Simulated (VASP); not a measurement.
Input of a VASP 6.6.1 run:

File INCAR:

```
  PREC = Accurate
  ENCUT = 520
  EDIFF = 1E-6
  ISMEAR = -1
  SIGMA = 0.1
  LREAL = False
  LASPH = True
  NELM = 80
  ALGO = Normal
  ISIF = 2
  LWAVE = False
  LCHARG = True
  GGA = PE
  LELF = True
  LVHAR = True
  NBANDS = 19
```

Contents of KPOINTS:

```
regular mesh
0
Gamma
  24 24 12
```

Contents of POSCAR:

```
Cr
1.0
    2.4558865394      0.0000000000      0.0000000000
   -1.2279432697      2.1268601319      0.0000000000
    0.0000000000      0.0000000000      4.3849609816
Cr
2
Direct
    0.3333333333      0.6666666667      0.2500000000
    0.6666666667      0.3333333333      0.7500000000
```

Potentials or basis: VASP PAW PBE potentials, release 64 (Cr_pv).

Command:

```console
$ cat potpaw_PBE.64/Cr_pv/POTCAR > POTCAR
$ mpirun -np 1 vasp_std > vasp.out
```

(1) What does it give for the band gap on the k mesh?

(2) Predict the pressure.

## Answers

(1) zero (bands 12 and 13 overlap by 1.36 eV).

(2) 10.0 GPa.

Caveat: the cell stands under pressure; the run has no spin polarisation, though such a crystal can be magnetic.
